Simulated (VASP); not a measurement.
# In (P1) in VASP: single point with PBE

Aim: the single point of In with PBE.

Everything below comes from runs of VASP 6.6.1. Logs are shortened: lines on timing, memory, paths and dates and some standing lists are left out, and cuts for length are marked.

**1. The cell of the first run**

The typed cell holds 6 atoms: a = 6.081 Å, b = 4.721 Å, c = 7.239 Å, α = 109.43°, β = 103.49°, γ = 112.58°.

The cell was built from a structure type or drawn by symmetry, and may not be a known phase.

**2. Single point, PBE**

INCAR

```
SYSTEM = In
  PREC = Accurate
  ENCUT = 520
  EDIFF = 1E-6
  ISMEAR = 0
  SIGMA = 0.1
  LREAL = .FALSE.
  LASPH = .TRUE.
  NELM = 60
  ALGO = Fast
  ISIF = 2
  LWAVE = .FALSE.
  LCHARG = .FALSE.
  GGA = PE
  NBANDS = 48
```

KPOINTS

```
regular mesh
0
G
  4 4 4
  0 0 0
```

POSCAR

```
In
1.0
    6.0048835598      0.1093666266     -0.9551730808
   -1.8714168957      4.3255586142      0.2720567852
   -0.6299276381     -3.3032766773      6.4102153744
In
6
Direct
    0.1611466648      0.3987002300      0.9019416369
    1.1636098257      1.0674887460      0.2356798158
    0.6617603876      0.5664342476      0.7353823161
    0.6637332695      0.9012335653      0.4026849798
    0.1626584389      0.7334429681      0.5693767179
    0.6623953976      0.2333359242      0.0688609016
```

Potentials or basis: VASP PAW PBE potentials, release 64 (In_d).

On the command line:

```bash
cat potpaw_PBE.64/In_d/POTCAR > POTCAR
mpirun -np 1 vasp_std > vasp.out
```

OUTCAR:

```text
SYSTEM = In
   PREC = Accurate
   ENCUT = 520
   EDIFF = 1E-6
   ISMEAR = 0
   LREAL = .FALSE.
   LASPH = .TRUE.
   NELM = 60
   ISIF = 2
   GGA = PE

 ion  position               nearest neighbor table
   1  0.161  0.399  0.902-   5 3.27   2 3.27   2 3.29   5 3.29   4 3.39   4 3.41   6 3.43   3 3.44
                             3 3.48   3 3.48   6 3.48   6 3.49
   2  0.164  0.067  0.236-   1 3.27   5 3.27   1 3.29   5 3.29   3 3.40   3 3.41   6 3.43   4 3.44
                             4 3.48   6 3.48   4 3.48   6 3.49
   3  0.662  0.566  0.735-   6 3.27   4 3.27   6 3.29   4 3.29   2 3.40   2 3.41   5 3.44   1 3.44
                             5 3.47   1 3.48   1 3.48   5 3.48
   4  0.664  0.901  0.403-   3 3.27   6 3.27   6 3.29   3 3.29   1 3.39   1 3.41   2 3.44   5 3.44
                             5 3.47   2 3.48   5 3.48   2 3.48
   5  0.163  0.733  0.569-   1 3.27   2 3.27   1 3.29   2 3.29   6 3.40   6 3.41   3 3.44   4 3.44
                             3 3.47   4 3.47   4 3.48   3 3.48
   6  0.662  0.233  0.069-   3 3.27   4 3.27   4 3.29   3 3.29   5 3.40   5 3.41   2 3.43   1 3.43
                             1 3.48   2 3.48   2 3.49   1 3.49

  LATTYP: Found a triclinic cell.
 ALAT       =     6.0813603116
 B/A-ratio  =     0.7762862416
 C/A-ratio  =     1.1195614161
 COS(alpha) =     0.0032192818
 COS(beta)  =     0.3789846707
 COS(gamma) =     0.3840013832

  Lattice vectors:

 A1 = (  -6.0048835598,  -0.1093666266,   0.9551730808)
 A2 = (  -1.8714168957,   4.3255586142,   0.2720567852)
 A3 = (  -3.5035390260,  -1.1316485635,  -5.7270990788)

Analysis of symmetry for initial positions (statically):
=====================================================================
 Subroutine PRICEL returns:
 Original cell was already a primitive cell.

 Routine SETGRP: Setting up the symmetry group for a
 triclinic supercell.

 Subroutine GETGRP returns: Found  1 space group operations
 (whereof  1 operations were pure point group operations)
 out of a pool of  2 trial point group operations.

The static configuration has the point symmetry C_1 .

Analysis of symmetry for dynamics (positions and initial velocities):
=====================================================================
 Subroutine PRICEL returns:
 Original cell was already a primitive cell.

 Routine SETGRP: Setting up the symmetry group for a
 triclinic supercell.

 Subroutine GETGRP returns: Found  1 space group operations
 (whereof  1 operations were pure point group operations)
 out of a pool of  2 trial point group operations.

The dynamic configuration has the point symmetry C_1 .

 Subroutine INISYM returns: Found  1 space group operations
 (whereof  1 operations are pure point group operations),
 and found     1 'primitive' translations

----------------------------------------------------------------------------------------

                                     Primitive cell

  volume of cell :     164.6843

  direct lattice vectors                    reciprocal lattice vectors
     6.004883560  0.109366627 -0.955173081     0.173826124  0.071802874  0.054082838
    -1.871416896  4.325558614  0.272056785     0.014902068  0.230082023  0.120029010
    -0.629927638 -3.303276677  6.410215374     0.025269015  0.000934258  0.158965605

  length of vectors
     6.081360312  4.720876340  7.238736546     0.195693964  0.259936092  0.160964156

  position of ions in fractional coordinates (direct lattice)
     0.161146665  0.398700230  0.901941637
     0.163609826  0.067488746  0.235679816
     0.661760388  0.566434248  0.735382316
     0.663733269  0.901233565  0.402684980
     0.162658439  0.733442968  0.569376718
     0.662395398  0.233335924  0.068860902

  ion indices of the primitive-cell ions
   primitive index   ion index
                 1           1
                 2           2
                 3           3
                 4           4
                 5           5
                 6           6

----------------------------------------------------------------------------------------

 KPOINTS: regular mesh

Automatic generation of k-mesh.
 Grid dimensions read from file:
 generate k-points for:    4    4    4

 Generating k-lattice:

  Cartesian coordinates                     Fractional coordinates (reciprocal lattice)
     0.043456531  0.017950719  0.013520710     0.250000000  0.000000000 -0.000000000
     0.003725517  0.057520506  0.030007252     0.000000000  0.250000000  0.000000000
     0.006317254  0.000233565  0.039741401    -0.000000000  0.000000000  0.250000000

  Length of vectors
     0.048923491  0.064984023  0.040241039

  Shift w.r.t. Gamma in fractional coordinates (k-lattice)
     0.000000000  0.000000000  0.000000000

 Subroutine IBZKPT returns following result:
 ===========================================

 Found     36 irreducible k-points:

 Following reciprocal coordinates:
            Coordinates               Weight
  0.000000  0.000000  0.000000      1.000000
  0.250000 -0.000000  0.000000      2.000000
  0.500000 -0.000000  0.000000      1.000000
 -0.000000  0.250000  0.000000      2.000000
  0.250000  0.250000  0.000000      2.000000
  0.500000  0.250000  0.000000      2.000000
[... 16 lines left out ...]
  0.000000 -0.250000  0.250000      2.000000
  0.250000 -0.250000  0.250000      2.000000
 [... further k-points ...]
   k-points           NKPTS =     36   k-points in BZ     NKDIM =     36   number of bands    NBANDS=     48
   number of dos      NEDOS =    301   number of ions     NIONS =      6
   total plane-waves  NPLWV =  93312
   dimension x,y,z NGX =    48 NGY =   36 NGZ =   54
   dimension x,y,z NGXF=    96 NGYF=   72 NGZF=  108
   ions per type =               6
   NGX,Y,Z   is equivalent  to a cutoff of  13.12, 12.68, 12.40 a.u.
   NGXF,Y,Z  is equivalent  to a cutoff of  26.24, 25.35, 24.80 a.u.
 SYSTEM =  In
   PREC   = accura    normal or accurate (medium, high low for compatibility)
   ISTART =      0    job   : 0-new  1-cont  2-samecut
   ICHARG =      2    charge: 1-file 2-atom 10-const
   ISPIN  =      1    spin polarized calculation?
   LNONCOLLINEAR =      F non collinear calculations
   LSORBIT =      F    spin-orbit coupling
   LASPH  =      T    aspherical Exc in radial PAW
   ENCUT  =  520.0 eV  38.22 Ry    6.18 a.u.  11.31  8.78 13.46*2*pi/ulx,y,z
   NELM   =     60;   NELMIN=  2; NELMDL= -5     # of ELM steps
   EDIFF  = 0.1E-05   stopping-criterion for ELM
   LREAL  =      F    real-space projection
   EDIFFG = 0.1E-04   stopping-criterion for IOM
   NSW    =      0    number of steps for IOM
   IBRION =     -1    ionic relax: 0-MD 1-quasi-New 2-CG
   NFREE  =      0    steps in history (QN), initial steepest desc. (CG)
   ISIF   =      2    stress and relaxation
   ISYM   =      2    0-nonsym 1-usesym 2-fastsym
   POTIM  = 0.5000    time-step for ionic-motion
   TEBEG  =    0.0;   TEEND  =   0.0 temperature during run
   PSTRESS=    0.0 pullay stress
   NELECT =      78.0000    total number of electrons
   NUPDOWN=      -1.0000    fix difference up-down
   EMIN   =  10.00;   EMAX   =-10.00  energy-range for DOS
   EFERMI =   0.00;   METHOD = LEGACY
   ISMEAR =     0;   SIGMA  =   0.10  broadening in eV -4-tet -1-fermi 0-gaus
   EFERMI_NEDOS =   21; number of points for ismear=-14 and -15
   IALGO  =     68    algorithm
   IMIX   =      4    mixing-type and parameters
     AMIX     =   0.40;   BMIX     =  1.00
     AMIX_MAG =   1.60;   BMIX_MAG =  1.00
  volume/ion in A,a.u.               =      27.45       185.22
  Fermi-wavevector in a.u.,A,eV,Ry     =   1.276112  2.411503 22.156582  1.628463
  Thomas-Fermi vector in A             =   2.408787
   LORBIT       =      0    0 simple, 1 ext, 2 COOP (PROOUT), +10 PAW based schemes
   GGA     = PE    functional components
   LHFCALC =     F    Hartree Fock is set to
   AEXX    =    0.0000 exact exchange contribution
   IVDW    =     0    specifies the selected vdW correction
   LEPSILON=     F    determine dielectric tensor
   LRPA    =     F    only Hartree local field effects (RPA)
 non-spin polarized calculation
 RMM-DIIS sequential band-by-band and
 Gauss-broadening in eV      SIGMA  =   0.10
  energy-cutoff  :      520.00
  volume of cell :      164.68
 maximum number of plane-waves:      4469
 NGX is ok and might be reduce to    48
   NGX = 23   NGY = 17   NGZ = 27

 number of electron      78.0000013 magnetization

 Free energy of the ion-electron system (eV)
  ---------------------------------------------------
  ext. energy  EPLUGINS =         0.00000000
  ---------------------------------------------------
  free energy    TOTEN  =       -15.51000751 eV

  energy without entropy =      -15.50167589  energy(sigma->0) =      -15.50584170

 E-fermi :   7.0256     XC(G=0): -10.0257

 val. band max:        7.0178600058   @ k =   0.0000   0.2500   0.5000
 cond. band min:       7.0922835332   @ k =  -0.2500   0.2500   0.2500
 fundamental gap:      0.0744235274
 Fermi energy:         7.0256447226

 k-point     1 :       0.0000    0.0000    0.0000
  band No.  band energies     occupation
      1      -7.8250      2.00000
      2      -7.7020      2.00000
      3      -7.6855      2.00000
      4      -7.6731      2.00000
      5      -7.6724      2.00000
      6      -7.6259      2.00000
[... 40 lines left out ...]
     47      11.9671      0.00000
     48      12.3311      0.00000

 k-point     2 :       0.2500   -0.0000    0.0000
  band No.  band energies     occupation
      1      -7.8047      2.00000
      2      -7.7062      2.00000
      3      -7.7003      2.00000
      4      -7.6785      2.00000
      5      -7.6706      2.00000
      6      -7.6378      2.00000
[... 40 lines left out ...]
     47      11.7994      0.00000
     48      12.1632      0.00000

 k-point     3 :       0.5000   -0.0000    0.0000
  band No.  band energies     occupation
      1      -7.7557      2.00000
      2      -7.7554      2.00000
      3      -7.6835      2.00000
      4      -7.6812      2.00000
      5      -7.6733      2.00000
      6      -7.6722      2.00000
[... 40 lines left out ...]
     47      11.5725      0.00000
     48      11.5765      0.00000

 k-point     4 :      -0.0000    0.2500    0.0000
  band No.  band energies     occupation
      1      -7.7360      2.00000
      2      -7.6431      2.00000
      3      -7.6404      2.00000
      4      -7.6370      2.00000
      5      -7.6347      2.00000
      6      -7.6156      2.00000
[... 958 lines left out ...]
     47      11.5185      0.00000
     48      11.5955      0.00000

 k-point    23 :       0.0000   -0.2500    0.2500
  band No.  band energies     occupation
      1      -7.7476      2.00000
      2      -7.6838      2.00000
      3      -7.6658      2.00000
      4      -7.6451      2.00000
      5      -7.6435      2.00000
      6      -7.6301      2.00000
[... 40 lines left out ...]
     47      11.7076      0.00000
     48      12.2541      0.00000

 k-point    24 :       0.2500   -0.2500    0.2500
  band No.  band energies     occupation
      1      -7.7410      2.00000
      2      -7.6469      2.00000
      3      -7.6417      2.00000
      4      -7.6393      2.00000
      5      -7.6354      2.00000
      6      -7.6122      2.00000
[... 40 lines left out ...]
     47      11.5422      0.00000
     48      11.6515      0.00000

 [... further k-points ...]

------------------------ aborting loop because EDIFF is reached ----------------------------------------

  FORCE on cell =-STRESS in cart. coord.  units (eV):
  Direction    XX          YY          ZZ          XY          YZ          ZX
  --------------------------------------------------------------------------------------
  -------------------------------------------------------------------------------------
  Total        0.1973901      0.1056531     -0.0261228      0.0091279      0.0784224     -0.1314922
  in kB        1.9203645      1.0278758     -0.2541426      0.0888033      0.7629539     -1.2792582
  external PRESSURE =       0.8980325 kB  Pullay stress =       0.0000000 kB

 VOLUME and BASIS-vectors are now :
 -----------------------------------------------------------------------------
  energy-cutoff  :      520.00
  volume of cell :      164.68
      direct lattice vectors                 reciprocal lattice vectors
     6.004883560  0.109366627 -0.955173081     0.173826124  0.071802874  0.054082838
    -1.871416896  4.325558614  0.272056785     0.014902068  0.230082023  0.120029010
    -0.629927638 -3.303276677  6.410215374     0.025269015  0.000934258  0.158965605

 POSITION                                       TOTAL-FORCE (eV/Angst)
 -----------------------------------------------------------------------------------
     -0.34663     -1.23714      5.73619         0.005465      0.007217      0.006260
      0.70770     -0.46870      1.37284        -0.003097     -0.005959      0.000352
      2.45052      0.09335      4.23597         0.001230     -0.001418      0.003354
      2.04539      2.64075      2.19250        -0.004543     -0.004027     -0.007049
     -0.75450      1.30953      3.69400         0.000918      0.002584     -0.006060
      3.49756      0.85429     -0.12781         0.000027      0.001603      0.003144
 -----------------------------------------------------------------------------------
    total drift:                                0.001234      0.000478      0.001633

  FREE ENERGIE OF THE ION-ELECTRON SYSTEM (eV)
  ---------------------------------------------------
  free  energy   TOTEN  =       -15.5100075113 eV

  energy  without entropy=      -15.5016758870  energy(sigma->0) =      -15.50584170
```

Run time: 9.5 min. Hardware: 1 thread of Intel Xeon 8259CL, shared host; peak memory 0.4 GiB.

What came out:

```
Free energy            : -15.5100 eV
Pressure               : 0.1 GPa
Largest force          : 0.011 eV/Å
Band gap on the k mesh : zero (bands 39 and 40 overlap by 2.96 eV)
```

Forces in eV/Å, atoms in the order of the input:
```
In   0.005  0.007  0.006
In  -0.003 -0.006  0.000
In   0.001 -0.001  0.003
In  -0.005 -0.004 -0.007
In   0.001  0.003 -0.006
In   0.000  0.002  0.003
```

Levels at points of the mesh, in eV from the Fermi level:
```tsv
k point	band 36	band 37	band 38	band 39	band 40	band 41	band 42	band 43
(0.00, 0.00, 0.00)	-3.24	-2.66	-0.17	-0.17	0.09	0.10	1.69	1.69
(0.50, 0.00, 0.00)	-2.12	-0.72	-0.71	0.10	0.13	2.92	2.93	3.02
(0.00, 0.50, 0.00)	-4.46	-0.97	-0.97	0.58	0.58	1.14	1.15	1.46
(0.50, 0.50, 0.00)	-3.19	-3.12	-3.12	-1.30	-1.29	1.47	1.47	2.46
(0.00, 0.00, 0.50)	-1.36	-0.23	-0.23	-0.03	-0.03	0.19	0.19	1.84
(0.50, 0.00, 0.50)	-1.96	-1.56	-1.36	1.61	1.61	2.66	2.66	3.04
(0.00, 0.50, 0.50)	-3.17	-3.14	-3.14	-1.35	-1.35	1.45	1.46	2.37
(0.50, 0.50, 0.50)	-4.50	-1.05	-1.05	0.61	0.61	1.08	1.09	1.51
```

Caveat: the k points lie up to 0.37 Å⁻¹ apart, too coarse for converged energies and pressures of a metal; spin-orbit coupling is left out, which moves the levels of the heavy elements.
